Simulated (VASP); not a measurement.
Zn, 1 atom in the cell. The structure is tetragonal, space group I4/mmm (No. 139). The conventional cell has a = 2.999 Å, b = 2.999 Å, c = 3.060 Å, α = 90.00°, β = 90.00°, γ = 90.00°. Within 3.4 Å of Zn (site symmetry 4/mmm) lie 14 Zn at 2.61 to 3.06 Å.  This cell differs from its parent crystal: normal strain along x -0.0200, normal strain along z -0.0200.

```yaml
Program: VASP 6.6.1
Task: single point
Functional: PBEsol
Potentials_or_basis: VASP PAW PBE potentials, release 64 (Zn)
Cutoff: 520 eV
k_mesh: 20 × 20 × 20
Occupations: gaussian, width 0.15 eV
Spin: no spin polarisation
Dipole_correction: no
Further_INCAR_settings: ALGO = Normal; EDIFF = 1e-06; NBANDS = 12
```

Potentials or basis: VASP PAW PBE potentials, release 64 (Zn).

Run with:

```console
$ cat potpaw_PBE.64/Zn/POTCAR > POTCAR
$ mpirun -np 1 vasp_std > vasp.out
```

Hardware: 1 thread of Intel(R) Xeon(R) 6975P-C (Granite Rapids), with other jobs on the host.

Question: How long does it take, and how much memory?

Answer: It took 34 s on 1 thread of Intel(R) Xeon(R) 6975P-C (Granite Rapids) (shared host), peak memory 0.21 GiB. Counts: scf iterations 11, k points 641.
